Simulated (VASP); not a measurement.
Input of a VASP 6.6.1 run:

Contents of INCAR:

```
PREC = Accurate
ENCUT = 520
EDIFF = 1E-8
ISMEAR = -1
SIGMA = 0.01
LREAL = False
LASPH = True
NELM = 80
ALGO = Normal
ISIF = 2
LWAVE = False
LCHARG = False
GGA = PE
LEFG = True
NBANDS = 16
```

File KPOINTS:

```
Automatic mesh
0
Gamma
  9 9 9
```

File POSCAR:

```
AgCl
1.0
    3.4339730000      0.0000000000      0.0000000000
    0.0000000000      3.4339730000      0.0000000000
    0.0000000000      0.0000000000      3.3309538100
Ag Cl
1 1
Direct
    0.0000000000      0.0000000000      0.0000000000
    0.5000000000      0.5000000000      0.5000000000
```

Potentials or basis: VASP PAW PBE potentials, release 64 (Ag, Cl).

Command:

```bash
$ cat potpaw_PBE.64/Ag/POTCAR potpaw_PBE.64/Cl/POTCAR > POTCAR
$ mpirun -np 1 vasp_std > vasp.out
```

(1) Estimate the band gap on the k mesh.

(2) Predict the pressure.

Results:

(1) 0.57 eV (least direct gap 1.97 eV).

(2) 1.3 GPa.

Caveat: the cell differs from its parent crystal (zz strain of -3 %); without QUAD_EFG the Cq values of the log hold for a quadrupole moment of 1 mb, not for the nuclei; an odd mesh through Γ misses points on the zone boundary, where band edges can lie.
